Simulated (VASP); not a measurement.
Set up this calculation in VASP 6.6.1, as the native input.

| Quantity | Value |
| --- | --- |
| Task | single point |
| Functional | PBE |
| Potentials or basis | VASP PAW PBE potentials, release 64 (Si, Sn_d) |
| Cutoff | 520 eV |
| k mesh | 4 × 4 × 4 |
| Occupations | gaussian, width 0.1 eV |
| Spin | no spin polarisation |
| Dipole correction | no |
| Further INCAR settings | ALGO = Normal; EDIFF = 1e-06; NBANDS = 21 |

The structure of Si3Sn lies in POSCAR:

```
Si3Sn
1.0
    4.2266898500      0.0000000000      0.0000000000
    0.0000000000      4.2266898500      0.0000000000
    0.0000000000      0.0000000000      4.2266898500
Si Sn
3 1
Direct
    0.5000000000      0.0000000000      0.0000000000
    0.0000000000      0.5000000000      0.0000000000
    0.0000000000      0.0000000000      0.5000000000
    0.5000000000      0.5000000000      0.5000000000
```

The input as run:

INCAR

```
  PREC = Accurate
  ENCUT = 520
  EDIFF = 1E-6
  ISMEAR = 0
  SIGMA = 0.1
  LREAL = F
  LASPH = T
  NELM = 60
  ALGO = Normal
  ISIF = 2
  LWAVE = F
  LCHARG = F
  GGA = PE
  NBANDS = 21
```

KPOINTS

```
regular mesh
0
Gamma
  4 4 4
```

Potentials or basis: VASP PAW PBE potentials, release 64 (Si, Sn_d).

Command:

```sh
$ cat potpaw_PBE.64/Si/POTCAR potpaw_PBE.64/Sn_d/POTCAR > POTCAR
$ mpirun -np 1 vasp_std > vasp.out
```

It gave:

| Property | Result |
| --- | --- |
| Pressure | 1.2 GPa |
| Band gap on the k mesh | zero (band 13 reaches 10.57 eV, above the bottom of band 14 at 7.79 eV) |

Caveat: the k points lie up to 0.37 Å⁻¹ apart; spin-orbit coupling is left out, which moves the levels of the heavy elements.

Run time: 7.6 s on 1 thread of AMD EPYC 9R45 96-Core Processor (Zen 5), on a shared host, peak memory 0.15 GiB.
